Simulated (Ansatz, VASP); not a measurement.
HfO2: VASP beside Ansatz

INCAR

```
SYSTEM = HfO2
  ALGO = Normal
  EDIFF = 1E-6
  ENCUT = 520
  GGA = PE
  ISIF = 2
  ISMEAR = 0
  LASPH = .True.
  LCHARG = .False.
  LREAL = .False.
  LWAVE = .False.
  NBANDS = 18
  NELM = 60
  PREC = Accurate
  SIGMA = 0.05
```

The input KPOINTS:

```
k-points
0
Gamma
  8 8 8
  0 0 0
```

The input POSCAR:

```
HfO2
1.0
    0.0000000000      2.6853750000      2.6214375000
    2.6853750000      0.0000000000      2.6214375000
    2.6853750000      2.6853750000      0.0000000000
Hf O
1 2
Direct
    0.0000000000      0.0000000000      0.0000000000
    0.2500000000      0.2500000000      0.2500000000
    0.7500000000      0.7500000000      0.7500000000
```

Input for Ansatz:

```yaml
crystal:
  lattice:
    - [0.0, 2.685375, 2.6214375]
    - [2.685375, 0.0, 2.6214375]
    - [2.685375, 2.685375, 0.0]
  atoms:
    - { symbol: Hf, position: [0.0, 0.0, 0.0] }
    - { symbol: O, position: [0.25, 0.25, 0.25] }
    - { symbol: O, position: [0.75, 0.75, 0.75] }
basis:
  ecutwfc: 420
kpoints:
  mp_grid: { grid: [8, 8, 8] }
hamiltonian:
  xc: pbe
scf:
  occupations: { method: gaussian, width: 0.05 }
output:
  forces: true
  stress: true
  eigenvalues: true
```

Change from the starting cell: strain +0.050 along x and y, +0.025 along z, atoms carried along.

Alike in both runs: task single point; functional PBE; k mesh 8 × 8 × 8; occupations gaussian, width 0.05 eV; no spin polarisation.

```csv
,VASP,Ansatz
version,VASP 6.6.1,Ansatz 0.2.0
potentials or method,"VASP PAW PBE potentials, release 64 (Hf_pv, O), cutoff 520 eV","scalar-relativistic, plane waves, PAW"
valence electrons in the cell,22,38
```

Ansatz gave:

```
gap on the k mesh at the Fermi level (eV)                     : 3.24
least direct gap on the mesh (eV)                             : 3.24
pressure (GPa)                                                : -24.6
traceless stress, the component that is largest in VASP (GPa) : 6.07
```

Problem. Which values does VASP return?

Solution. gap on the k mesh at the Fermi level (eV): 3.22; least direct gap on the mesh (eV): 3.22; pressure (GPa): -27.1; traceless stress, the component that is largest in VASP (GPa): 6.14.

VASP's potentials hold 22 valence electrons a cell and Ansatz's 38, so a difference there can come from the potentials and not from the codes.

Neither program's run includes spin-orbit coupling.
